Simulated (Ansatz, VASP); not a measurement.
# Mn2RuSe4 in VASP and in Ansatz

```xyz
7
Lattice="4.5856 0.0000 0.0000 0.0000 4.5856 0.0000 0.0000 0.0000 8.4454" Properties=species:S:1:pos:R:3 pbc="T T T"
Mn    0.0000    0.0000    6.8990
Mn    0.0000    0.0000    1.5464
Ru    0.0000    0.0000    4.2227
Se    0.0000    2.2928    4.2227
Se    2.2928    0.0000    4.2227
Se    2.2928    2.2928    7.2312
Se    2.2928    2.2928    1.2142
```

Alike in both runs: functional PBE; k mesh 3 × 3 × 2; occupations gaussian, width 0.15 eV; collinear spin.

Ansatz relaxed the structure, and its values are those at the end. VASP's run is a single point on that final structure, the one shown.

|  | VASP | Ansatz |
| --- | --- | --- |
| version | VASP 6.6.1 | Ansatz 0.2.0 |
| potentials or method | VASP PAW PBE potentials, release 64 (Mn_pv, Ru_pv, Se), cutoff 520 eV | scalar-relativistic, plane waves, PAW |
| valence electrons in the cell | 64 | 110 |

VASP gave:

```
gap on the k mesh at the Fermi level (eV)                     : none
pressure (GPa)                                                : 0.4
rms of the force components (eV/Å)                            : 0.013
net moment per atom (μB)                                      : 1.56
size of the moment on the site where the two differ most (μB) : 0.45
```

Estimate Ansatz's values.

gap on the k mesh at the Fermi level (eV): none; pressure (GPa): 0.1; rms of the force components (eV/Å): 0.005; net moment per atom (μB): 1.27; size of the moment on the site where the two differ most (μB): 0.14.

The net moments are unlike, so the other rows may belong to different states. Site moments also hang on the region over which each program counts them. A gap of «none» marks a metal or a gap that the smearing closes. VASP's potentials hold 64 valence electrons a cell and Ansatz's 110, so a difference there can come from the potentials and not from the codes.

The k mesh is coarse, so the values compare programs but aren't converged.
